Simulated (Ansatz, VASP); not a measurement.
# BeS: VASP beside Ansatz

```
Be S
1.0
     2.42500    2.42500    0.00000
    -2.42500    2.42500    0.00000
     0.00000    2.42500    2.42500
Be S
1 1
Direct
  0.00000 0.00000 0.00000
  0.75000 0.25000 0.50000
```

Alike in both runs: task relaxation of cell and atoms; functional PBEsol; k mesh 12 × 12 × 12; occupations fermi-dirac, width 0.1 eV; no spin polarisation.

|  | VASP | Ansatz |
| --- | --- | --- |
| version | VASP 6.6.1 | Ansatz 0.2.0 |
| potentials or method | VASP PAW PBE potentials, release 64 (Be, S) | PAW with Ansatz's default frozen-core files, scalar-relativistic |
| plane-wave cutoff (eV) | 600 | 420 |
| valence electrons in the cell | 8 | 8 |

Ansatz gave:

- relaxed volume (Å³/atom): 14.15
- relaxed cell length with the largest relative difference (Å): 3.421

Question: Estimate VASP's values.

Answer: Relaxed volume (Å³/atom): 14.18; relaxed cell length with the largest relative difference (Å): 3.423.

VASP's potentials were made for PBE, not for PBEsol.
